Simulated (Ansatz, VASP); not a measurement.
# Two plane-wave programs on ZnSnN

```
Zn Sn N
1.0
     3.86375    0.00000    0.00000
     0.00000    3.86375    0.00000
     0.00000    0.00000    3.66007
Zn Sn N
1 1 1
Direct
  0.50000 0.50000 0.50000
  0.00000 0.00000 0.00000
  0.50000 0.50000 0.00000
```

Change from the starting cell: species swapped into the MgNiH type (P4/mmm, No. 123).

Alike in both runs: functional PBE; k mesh 4 × 4 × 6; occupations gaussian, width 0.1 eV; no spin polarisation.

Ansatz relaxed the structure, and its values are those at the end. VASP's run is a single point on that final structure, the one shown.

|  | VASP | Ansatz |
| --- | --- | --- |
| version | VASP 6.6.1 | Ansatz 0.2.0 |
| potentials or method | VASP PAW PBE potentials, release 64 (Zn, Sn_d, N), cutoff 520 eV | scalar-relativistic, plane waves, PAW |
| valence electrons in the cell | 31 | 31 |

VASP gave:

```
gap on the k mesh at the Fermi level (eV) : none
pressure (GPa)                            : 0.4
```

Task: Estimate Ansatz's values.

Result: gap on the k mesh at the Fermi level (eV): none; pressure (GPa): 0.0.

A gap of «none» marks a metal or a gap that the smearing closes. With one functional, cell and mesh, what is left measures potentials, basis and numerics.

The k mesh is coarse, so the values compare programs but aren't converged.
